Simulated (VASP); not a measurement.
# InSb3 (R3m) in VASP: single point with PBEsol+D3(BJ)

Aim: the single point of InSb3 with PBEsol+D3(BJ).

All numbers are computed with VASP 6.6.1; they aren't measurements. Logs are shortened: lines on timing, memory, paths and dates and some standing lists are left out, and cuts for length are marked.

## Step 1: The cell of the first run

Symmetry: R3m, No. 160, trigonal system. The conventional cell has a = 5.179 Å, b = 5.179 Å, c = 12.686 Å, α = 90.00°, β = 90.00°, γ = 120.00°. In (site symmetry 3m) has 14 Sb at 3.17 to 3.72 Å within 4.2 Å. Sb (site symmetry 3m) has 10 Sb at 3.07 to 3.66 Å and 4 In at 3.17 Å within 4.0 Å. Sb (site symmetry 3m) has 10 Sb at 3.14 to 3.66 Å and 4 In at 3.17 Å within 4.1 Å. Sb (site symmetry 3m) has 8 Sb at 3.07 to 3.27 Å and 6 In at 3.61 to 3.72 Å within 4.0 Å.

## Step 2: Single point, PBEsol+D3(BJ) (atom 4 (Sb) moved -0.100 Å along Cartesian [1 1 1])

File INCAR:

```
PREC = Accurate ; ENCUT = 520
EDIFF = 1E-6 ; ISMEAR = 0
SIGMA = 0.15 ; LREAL = False
LASPH = True ; NELM = 80
ALGO = Normal ; ISIF = 2
LWAVE = False ; LCHARG = True
GGA = PS ; IVDW = 12
LELF = True ; LVHAR = True
NBANDS = 22
```

File KPOINTS:

```
regular mesh
0
Gamma
  12 12 12
```

File POSCAR:

```
InSb3
1.0
    0.0000000000      3.6620664019      3.6620664019
    3.6620664019      0.0000000000      3.6620664019
    3.6620664019      3.6620664019      0.0000000000
In Sb
1 3
Direct
    0.0000000000      0.0000000000      0.0000000000
    0.2500000000      0.2500000000      0.2500000000
    0.7500000000      0.7500000000      0.7500000000
    0.4921171518      0.4921171518      0.4921171518
```

Potentials or basis: VASP PAW PBE potentials, release 64 (In_d, Sb).

Run with:

```
$ cat potpaw_PBE.64/In_d/POTCAR potpaw_PBE.64/Sb/POTCAR > POTCAR
$ mpirun -np 1 vasp_std > vasp.out
```

OUTCAR:

```text
PREC = Accurate
   ENCUT = 520
   EDIFF = 1E-6
   ISMEAR = 0
   LREAL = False
   LASPH = True
   NELM = 80
   ISIF = 2
   GGA = PS
   IVDW = 12
 IVDW          = 12

 ion  position               nearest neighbor table
   1  0.000  0.000  0.000-   3 3.17   3 3.17   3 3.17   2 3.17   2 3.17   2 3.17   3 3.17   2 3.17
                             4 3.61   4 3.61   4 3.61   4 3.72   4 3.72   4 3.72
   2  0.250  0.250  0.250-   4 3.07   1 3.17   1 3.17   1 3.17   1 3.17   4 3.21   4 3.21   4 3.21
                             3 3.66   3 3.66   3 3.66   3 3.66   3 3.66   3 3.66
   3  0.750  0.750  0.750-   4 3.14   4 3.14   4 3.14   1 3.17   1 3.17   1 3.17   1 3.17   4 3.27
                             2 3.66   2 3.66   2 3.66   2 3.66   2 3.66   2 3.66
   4  0.492  0.492  0.492-   2 3.07   3 3.14   3 3.14   3 3.14   2 3.21   2 3.21   2 3.21   3 3.27
                             1 3.61   1 3.61   1 3.61   1 3.72   1 3.72   1 3.72

  LATTYP: Found a face centered cubic cell.
 ALAT       =     7.3241328038

  Lattice vectors:

 A1 = (   0.0000000000,   3.6620664019,   3.6620664019)
 A2 = (   3.6620664019,   0.0000000000,   3.6620664019)
 A3 = (   3.6620664019,   3.6620664019,   0.0000000000)

Analysis of symmetry for initial positions (statically):
=====================================================================
 Subroutine PRICEL returns:
 Original cell was already a primitive cell.

 Routine SETGRP: Setting up the symmetry group for a
 face centered cubic supercell.

 Subroutine GETGRP returns: Found  6 space group operations
 (whereof  6 operations were pure point group operations)
 out of a pool of 48 trial point group operations.

The static configuration has the point symmetry C_3v.

Analysis of symmetry for dynamics (positions and initial velocities):
=====================================================================
 Subroutine PRICEL returns:
 Original cell was already a primitive cell.

 Routine SETGRP: Setting up the symmetry group for a
 face centered cubic supercell.

 Subroutine GETGRP returns: Found  6 space group operations
 (whereof  6 operations were pure point group operations)
 out of a pool of 48 trial point group operations.

The dynamic configuration has the point symmetry C_3v.

 Subroutine INISYM returns: Found  6 space group operations
 (whereof  6 operations are pure point group operations),
 and found     1 'primitive' translations

----------------------------------------------------------------------------------------

                                     Primitive cell

  volume of cell :      98.2220

  direct lattice vectors                    reciprocal lattice vectors
     0.000000000  3.662066402  3.662066402    -0.136534936  0.136534936  0.136534936
     3.662066402  0.000000000  3.662066402     0.136534936 -0.136534936  0.136534936
     3.662066402  3.662066402  0.000000000     0.136534936  0.136534936 -0.136534936

  length of vectors
     5.178943972  5.178943972  5.178943972     0.236485445  0.236485445  0.236485445

  position of ions in fractional coordinates (direct lattice)
     0.000000000  0.000000000  0.000000000
     0.250000000  0.250000000  0.250000000
     0.750000000  0.750000000  0.750000000
     0.492117152  0.492117152  0.492117152

  ion indices of the primitive-cell ions
   primitive index   ion index
                 1           1
                 2           2
                 3           3
                 4           4

----------------------------------------------------------------------------------------

 KPOINTS: regular mesh

Automatic generation of k-mesh.
 Grid dimensions read from file:
 generate k-points for:   12   12   12

 Generating k-lattice:

  Cartesian coordinates                     Fractional coordinates (reciprocal lattice)
    -0.011377911  0.011377911  0.011377911     0.083333333  0.000000000  0.000000000
     0.011377911 -0.011377911  0.011377911     0.000000000  0.083333333  0.000000000
     0.011377911  0.011377911 -0.011377911     0.000000000  0.000000000  0.083333333

  Length of vectors
     0.019707120  0.019707120  0.019707120

  Shift w.r.t. Gamma in fractional coordinates (k-lattice)
     0.000000000  0.000000000  0.000000000

 Subroutine IBZKPT returns following result:
 ===========================================

 Found    189 irreducible k-points:

 Following reciprocal coordinates:
            Coordinates               Weight
  0.000000  0.000000  0.000000      1.000000
  0.083333  0.000000  0.000000      6.000000
  0.083333  0.083333  0.083333      2.000000
  0.166667  0.000000  0.000000      6.000000
  0.166667  0.166667  0.166667      2.000000
  0.250000  0.000000  0.000000      6.000000
[... 16 lines left out ...]
  0.333333  0.250000  0.333333      6.000000
  0.416667  0.083333  0.000000     12.000000
 [... further k-points ...]
   k-points           NKPTS =    189   k-points in BZ     NKDIM =    189   number of bands    NBANDS=     22
   number of dos      NEDOS =    301   number of ions     NIONS =      4
   total plane-waves  NPLWV =  64000
   dimension x,y,z NGX =    40 NGY =   40 NGZ =   40
   dimension x,y,z NGXF=    80 NGYF=   80 NGZF=   80
   ions per type =               1   3
   NGX,Y,Z   is equivalent  to a cutoff of  12.84, 12.84, 12.84 a.u.
   NGXF,Y,Z  is equivalent  to a cutoff of  25.68, 25.68, 25.68 a.u.
 SYSTEM =  unknown system
   PREC   = accura    normal or accurate (medium, high low for compatibility)
   ISTART =      0    job   : 0-new  1-cont  2-samecut
   ICHARG =      2    charge: 1-file 2-atom 10-const
   ISPIN  =      1    spin polarized calculation?
   LNONCOLLINEAR =      F non collinear calculations
   LSORBIT =      F    spin-orbit coupling
   LASPH  =      T    aspherical Exc in radial PAW
   ENCUT  =  520.0 eV  38.22 Ry    6.18 a.u.   9.63  9.63  9.63*2*pi/ulx,y,z
   NELM   =     80;   NELMIN=  2; NELMDL= -5     # of ELM steps
   EDIFF  = 0.1E-05   stopping-criterion for ELM
   LREAL  =      F    real-space projection
   EDIFFG = 0.1E-04   stopping-criterion for IOM
   NSW    =      0    number of steps for IOM
   IBRION =     -1    ionic relax: 0-MD 1-quasi-New 2-CG
   NFREE  =      0    steps in history (QN), initial steepest desc. (CG)
   ISIF   =      2    stress and relaxation
   ISYM   =      2    0-nonsym 1-usesym 2-fastsym
   POTIM  = 0.5000    time-step for ionic-motion
   TEBEG  =    0.0;   TEEND  =   0.0 temperature during run
   PSTRESS=    0.0 pullay stress
   NELECT =      28.0000    total number of electrons
   NUPDOWN=      -1.0000    fix difference up-down
   EMIN   =  10.00;   EMAX   =-10.00  energy-range for DOS
   EFERMI =   0.00;   METHOD = LEGACY
   ISMEAR =     0;   SIGMA  =   0.15  broadening in eV -4-tet -1-fermi 0-gaus
   EFERMI_NEDOS =   21; number of points for ismear=-14 and -15
   IALGO  =     38    algorithm
   IMIX   =      4    mixing-type and parameters
     AMIX     =   0.40;   BMIX     =  1.00
     AMIX_MAG =   1.60;   BMIX_MAG =  1.00
  volume/ion in A,a.u.               =      24.56       165.71
  Fermi-wavevector in a.u.,A,eV,Ry     =   1.077436  2.036058 15.794559  1.160867
  Thomas-Fermi vector in A             =   2.213347
   LORBIT       =      0    0 simple, 1 ext, 2 COOP (PROOUT), +10 PAW based schemes
   GGA     = PS    functional components
   LHFCALC =     F    Hartree Fock is set to
   AEXX    =    0.0000 exact exchange contribution
   IVDW    =    12    specifies the selected vdW correction
   LEPSILON=     F    determine dielectric tensor
   LRPA    =     F    only Hartree local field effects (RPA)
 non-spin polarized calculation
 Gauss-broadening in eV      SIGMA  =   0.15
  energy-cutoff  :      520.00
  volume of cell :       98.22
 maximum number of plane-waves:      2688
   NGX = 19   NGY = 19   NGZ = 19

 number of electron      28.0000004 magnetization

 Free energy of the ion-electron system (eV)
  ---------------------------------------------------
  ext. energy  EPLUGINS =         0.00000000
  ---------------------------------------------------
  free energy    TOTEN  =       -16.08019178 eV

  energy without entropy =      -16.05701580  energy(sigma->0) =      -16.06860379

 E-fermi :   9.1208     XC(G=0): -10.7292

 val. band max:        9.1195626822   @ k =   0.5000   0.5000   0.5000
 cond. band min:       9.1270138622   @ k =  -0.3333   0.3333   0.1667
 fundamental gap:      0.0074511801
 Fermi energy:         9.1208332571

 k-point     1 :       0.0000    0.0000    0.0000
  band No.  band energies     occupation
      1      -5.3253      2.00000
      2      -5.3253      2.00000
      3      -5.3253      2.00000
      4      -5.2787      2.00000
      5      -5.2787      2.00000
      6      -3.8601      2.00000
[... 14 lines left out ...]
     21      16.8305      0.00000
     22      16.8420      0.00000

 k-point     2 :       0.0833    0.0000    0.0000
  band No.  band energies     occupation
      1      -5.3269      2.00000
      2      -5.3246      2.00000
      3      -5.3246      2.00000
      4      -5.2790      2.00000
      5      -5.2790      2.00000
      6      -3.8027      2.00000
[... 14 lines left out ...]
     21      16.2510      0.00000
     22      16.6816      0.00000

 k-point     3 :       0.0833    0.0833    0.0833
  band No.  band energies     occupation
      1      -5.3269      2.00000
      2      -5.3246      2.00000
      3      -5.3246      2.00000
      4      -5.2790      2.00000
      5      -5.2790      2.00000
      6      -3.8028      2.00000
[... 14 lines left out ...]
     21      16.2587      0.00000
     22      16.6757      0.00000

 k-point     4 :       0.1667    0.0000    0.0000
  band No.  band energies     occupation
      1      -5.3316      2.00000
      2      -5.3227      2.00000
      3      -5.3227      2.00000
      4      -5.2797      2.00000
      5      -5.2796      2.00000
      6      -3.6309      2.00000
[... 14 lines left out ...]
     21      15.0114      0.00000
     22      16.1401      0.00000

 k-point     5 :       0.1667    0.1667    0.1667
  band No.  band energies     occupation
      1      -5.3317      2.00000
      2      -5.3227      2.00000
      3      -5.3227      2.00000
      4      -5.2796      2.00000
      5      -5.2796      2.00000
      6      -3.6310      2.00000
[... 14 lines left out ...]
     21      15.0140      0.00000
     22      16.1427      0.00000

 k-point     6 :       0.2500    0.0000    0.0000
  band No.  band energies     occupation
      1      -5.3388      2.00000
      2      -5.3203      2.00000
      3      -5.3203      2.00000
      4      -5.2803      2.00000
      5      -5.2802      2.00000
      6      -3.3465      2.00000
[... 14 lines left out ...]
     21      14.3076      0.00000
     22      15.2669      0.00000

 k-point     7 :       0.2500    0.2500    0.2500
  band No.  band energies     occupation
      1      -5.3389      2.00000
      2      -5.3204      2.00000
      3      -5.3204      2.00000
      4      -5.2802      2.00000
      5      -5.2802      2.00000
      6      -3.3467      2.00000
[... 324 lines left out ...]
      6      -3.4028      2.00000
[... 14 lines left out ...]
     21      14.7296      0.00000
     22      15.0826      0.00000

 k-point    21 :       0.3333    0.0833    0.0000
  band No.  band energies     occupation
      1      -5.3437      2.00000
      2      -5.3198      2.00000
      3      -5.3176      2.00000
      4      -5.2832      2.00000
      5      -5.2792      2.00000
      6      -3.0470      2.00000
[... 14 lines left out ...]
     21      14.6621      0.00000
     22      15.0701      0.00000

 k-point    22 :       0.0833    0.0833   -0.2500
  band No.  band energies     occupation
      1      -5.3438      2.00000
      2      -5.3197      2.00000
      3      -5.3176      2.00000
      4      -5.2833      2.00000
      5      -5.2791      2.00000
      6      -3.0469      2.00000
[... 14 lines left out ...]
     21      14.6705      0.00000
     22      15.0794      0.00000

 k-point    23 :       0.3333    0.2500    0.3333
  band No.  band energies     occupation
      1      -5.3439      2.00000
      2      -5.3199      2.00000
      3      -5.3177      2.00000
      4      -5.2831      2.00000
      5      -5.2791      2.00000
      6      -3.0475      2.00000
[... 14 lines left out ...]
     21      14.6727      0.00000
     22      15.0662      0.00000

 k-point    24 :       0.4167    0.0833    0.0000
  band No.  band energies     occupation
      1      -5.3496      2.00000
      2      -5.3188      2.00000
      3      -5.3162      2.00000
      4      -5.2832      2.00000
      5      -5.2796      2.00000
      6      -2.6036      2.00000
[... 14 lines left out ...]
     21      14.6175      0.00000
     22      15.7987      0.00000

 [... further k-points ...]

------------------------ aborting loop because EDIFF is reached ----------------------------------------

 Edisp (eV)   -2.04509

 E8    (eV) :    -1.4210

  FORCE on cell =-STRESS in cart. coord.  units (eV):
  Direction    XX          YY          ZZ          XY          YZ          ZX
  --------------------------------------------------------------------------------------
  -------------------------------------------------------------------------------------
  Total       0.28275     0.28275     0.28275     0.03247     0.03247     0.03247
  in kB       4.61211     4.61211     4.61211     0.52967     0.52967     0.52967
  external pressure =        4.61 kB  Pullay stress =        0.00 kB

 VOLUME and BASIS-vectors are now :
 -----------------------------------------------------------------------------
  energy-cutoff  :      520.00
  volume of cell :       98.22
      direct lattice vectors                 reciprocal lattice vectors
     0.000000000  3.662066402  3.662066402    -0.136534936  0.136534936  0.136534936
     3.662066402  0.000000000  3.662066402     0.136534936 -0.136534936  0.136534936
     3.662066402  3.662066402  0.000000000     0.136534936  0.136534936 -0.136534936

 POSITION                                       TOTAL-FORCE (eV/Angst)
 -----------------------------------------------------------------------------------
      0.00000      0.00000      0.00000        -0.073225     -0.073225     -0.073225
      1.83103      1.83103      1.83103        -0.068948     -0.068948     -0.068948
      5.49310      5.49310      5.49310        -0.038701     -0.038701     -0.038701
      3.60433      3.60433      3.60433         0.180875      0.180875      0.180875
 -----------------------------------------------------------------------------------
    total drift:                                0.000068      0.000068      0.000068

  FREE ENERGIE OF THE ION-ELECTRON SYSTEM (eV)
  ---------------------------------------------------
  free  energy   TOTEN  =       -18.1252818823 eV

  energy  without entropy=      -18.1021059025  energy(sigma->0) =      -18.11369389
```

It took 3.9 min on 1 thread of Intel Xeon Platinum 8375C at 2.90GHz (Ice Lake), shared host; peak memory 0.53 GiB.

What came out:

```yaml
Free_energy: -18.1253 eV
Pressure: 0.5 GPa
Largest_force: 0.313 eV/Å
Band_gap_on_the_k_mesh: zero (bands 14 and 15 overlap by 3.23 eV)
Dispersion_energy_per_atom: -0.511 eV
```

Forces on the atoms (eV/Å):
```
In  -0.073 -0.073 -0.073
Sb  -0.069 -0.069 -0.069
Sb  -0.039 -0.039 -0.039
Sb   0.181  0.181  0.181
```

Stress tensor (GPa, compression positive):
```
0.46 0.05 0.05
0.05 0.46 0.05
0.05 0.05 0.46
```

Caveat: the cell differs from its parent crystal (atom 4 (Sb) moved -0.100 Å along Cartesian [1 1 1]); the PAW data sets were made with another functional, which shifts forces and pressure a little; spin-orbit coupling is left out, which moves the levels of the heavy elements.
